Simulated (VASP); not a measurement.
**Os: single point with RPBE**

Os:

```
Os
1.0
     0.00000    2.75260    2.75260
     2.75260    0.00000    2.75260
     2.75260    2.75260    0.00000
Os
2
Direct
  0.12500 0.12500 0.12500
  0.87500 0.87500 0.87500
```

This isn't the form of Os at room conditions, which is hcp.

| Property | Result |
| --- | --- |
| Program | VASP 6.6.1 |
| Task | single point |
| Functional | RPBE |
| Potentials or basis | VASP PAW PBE potentials, release 64 (Os_sv_GW) |
| Cutoff | 560 eV |
| k mesh | 11 × 11 × 11 |
| Occupations | fermi-dirac, width 0.1 eV |
| Spin | no spin polarisation |
| Dipole correction | no |
| Further INCAR settings | ALGO = Normal; EDIFF = 1e-06; NBANDS = 23 |

```json
{
 "Pressure": "8.1 GPa",
 "Band gap on the k mesh": "zero (bands 16 and 17 overlap by 1.02 eV)"
}
```

Levels at points of the mesh, in eV from the Fermi level:
```
           k point  band 14  band 15  band 16  band 17  band 18  band 19
(0.00, 0.00, 0.00)    -3.64    -0.55    -0.55    -0.55     2.64     2.64
```

It took 70 s on 1 thread of AMD EPYC 7R43 64-Core Processor (Zen 3) (shared host), peak memory 0.17 GiB.

Caveat: the cell stands under pressure; the PAW data sets were made with another functional, which shifts forces and pressure a little; spin-orbit coupling is left out, which moves the levels of the heavy elements.
